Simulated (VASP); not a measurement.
A run of VASP 6.6.1 is set up as follows.

POSCAR

```
KI
1.0
    0.0000000000      3.4719321535      3.4719321535
    3.4719321535      0.0000000000      3.4719321535
    3.4719321535      3.4719321535      0.0000000000
K I
1 1
Direct
    0.0000000000      0.0000000000      0.0000000000
    0.5000000000      0.5000000000      0.5000000000
```

File INCAR.step1:

```
ALGO     = Normal         # electronic algorithm
EDIFF    = 1E-4           # SCF threshold, eV
ENCUT    = 520            # plane-wave cutoff, eV
GGA      = PE             # functional
ISMEAR   = 0              # smearing method
LASPH    = True           # aspherical terms in the spheres
LCHARG   = False          # write CHGCAR
LREAL    = False          # projectors in reciprocal space
LWAVE    = True           # write WAVECAR
NBANDS   = 15             # bands
NELM     = 100            # most SCF steps
PREC     = Accurate       # precision mode
SIGMA    = 0.01           # smearing width, eV
```

INCAR.step2

```
ALGO     = Normal         # electronic algorithm
EDIFF    = 1E-6           # SCF threshold, eV
ENCUT    = 520            # plane-wave cutoff, eV
ISIF     = 2              # what is computed and relaxed
ISMEAR   = 0              # smearing method
ISTART   = 1            
LASPH    = True           # aspherical terms in the spheres
LCHARG   = True           # write CHGCAR
LELF     = True           # ELF
LMIXTAU  = True         
LREAL    = False          # projectors in reciprocal space
LVHAR    = True         
LWAVE    = False          # write WAVECAR
METAGGA  = R2SCAN         # meta-GGA
NBANDS   = 15             # bands
NELM     = 100            # most SCF steps
PREC     = Accurate       # precision mode
SIGMA    = 0.01           # smearing width, eV
```

The input KPOINTS:

```
k-points
0
Gamma
  6 6 6
```

Potentials or basis: VASP PAW PBE potentials, release 64 (K_sv, I).

Command:

```sh
$ cat potpaw_PBE.64/K_sv/POTCAR potpaw_PBE.64/I/POTCAR > POTCAR
$ cp INCAR.step1 INCAR
$ mpirun -np 1 vasp_std > vasp.out
$ cp INCAR.step2 INCAR
$ mpirun -np 1 vasp_std > vasp.out
```

(1) What does it give for the band gap on the k mesh?

(2) What does it give for the pressure?

Results:

(1) 4.75 eV, direct.

(2) 0.9 GPa.

Caveat: the PAW data sets were made with another functional, which shifts forces and pressure a little; spin-orbit coupling is left out, which moves the levels of the heavy elements.
